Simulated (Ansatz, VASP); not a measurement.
**Two plane-wave programs on Pt**

The input POSCAR:

```
Pt
1.0
   -1.5842200000      1.5842200000      1.5842200000
    1.5842200000     -1.5842200000      1.5842200000
    1.5842200000      1.5842200000     -1.5842200000
Pt
1
Direct
    0.0000000000      0.0000000000      0.0000000000
```

The input INCAR.step1:

```
PREC = Accurate
ENCUT = 550
ISMEAR = 1
SIGMA = 0.2
LREAL = False
LASPH = True
NELM = 120
NBANDS = 11
GGA = PE
ALGO = Normal
EDIFF = 1E-5
LWAVE = True
LCHARG = False
GGA_COMPAT = False
```

File INCAR.step2:

```
PREC = Accurate
ENCUT = 550
EDIFF = 1E-6
ISMEAR = 1
SIGMA = 0.2
LREAL = False
LASPH = True
NELM = 120
ALGO = Normal
ISIF = 2
LWAVE = False
LCHARG = False
METAGGA = R2SCAN
LMIXTAU = True
NBANDS = 11
ISTART = 1
GGA_COMPAT = False
```

File KPOINTS:

```
regular mesh
0
Gamma
  13 13 13
```

Input for Ansatz:

```yaml
crystal:
  lattice:
    - [-1.58422, 1.58422, 1.58422]
    - [1.58422, -1.58422, 1.58422]
    - [1.58422, 1.58422, -1.58422]
  atoms:
    - { symbol: Pt, position: [0.0, 0.0, 0.0] }
kpoints:
  mp_grid:
    grid: [13, 13, 13]
hamiltonian:
  xc: r2scan
  pseudopotentials:
    kind: paw
scf:
  occupations:
    method: cold
    width: 0.2
output:
  stress: true
```

Alike in both runs: task single point; functional r2SCAN; k mesh 13 × 13 × 13; no spin polarisation.

```csv
,VASP,Ansatz
version,VASP 6.6.1,Ansatz 0.2.0
potentials or method,"VASP PAW PBE potentials, release 64 (Pt)","plane waves, PAW"
plane-wave cutoff (eV),550,500
occupations,"methfessel-paxton of order 1, width 0.2 eV","cold, width 0.2 eV"
valence electrons in the cell,10,18
```

VASP gave:

| Property | Result |
| --- | --- |
| pressure (GPa) | -5.9 |

Estimate Ansatz's values.

pressure (GPa): -6.4.

VASP's potentials were made for PBE, not for r2SCAN. VASP's potentials hold 10 valence electrons a cell and Ansatz's 18, so a difference there can come from the potentials and not from the codes.

Neither program's run includes spin-orbit coupling.
